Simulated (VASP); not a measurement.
A run of VASP 6.6.1 is set up as follows.

Contents of INCAR:

```
PREC = Accurate ; ENCUT = 520
EDIFF = 1E-6 ; ISMEAR = -1
SIGMA = 0.03 ; LREAL = False
LASPH = True ; NELM = 100
ALGO = Normal ; ISIF = 2
LWAVE = False ; LCHARG = True
GGA = PS ; LELF = True
LVHAR = True ; NBANDS = 18
```

File KPOINTS:

```
regular mesh
0
Gamma
  8 8 8
```

File POSCAR:

```
PtS2
1.0
    1.7303320449      0.9990076731      4.9352120107
   -1.7303320449      0.9990076731      4.9352120107
    0.0000000000     -1.9980153426      4.9352120114
Pt S
1 2
Direct
    0.9975522416      0.9975522416      0.9975522416
    0.4284363024      0.4284363024      0.4284363024
    0.2400124560      0.2400124560      0.2400124560
```

Potentials or basis: VASP PAW PBE potentials, release 64 (Pt, S).

Command:

```console
$ cat potpaw_PBE.64/Pt/POTCAR potpaw_PBE.64/S/POTCAR > POTCAR
$ mpirun -np 1 vasp_std > vasp.out
```

Predict the band gap on the k mesh.

zero (band 11 reaches 8.50 eV, above the bottom of band 12 at 7.73 eV).

Estimate the largest force.

0.032 eV/Å.

Predict the pressure.

-0.1 GPa.

Forces on the atoms (eV/Å):
```
Pt   0.000  0.000  0.005
S    0.000  0.000 -0.032
S    0.000  0.000  0.027
```

Caveat: the PAW data sets were made with another functional, which shifts forces and pressure a little; spin-orbit coupling is left out, which moves the levels of the heavy elements.
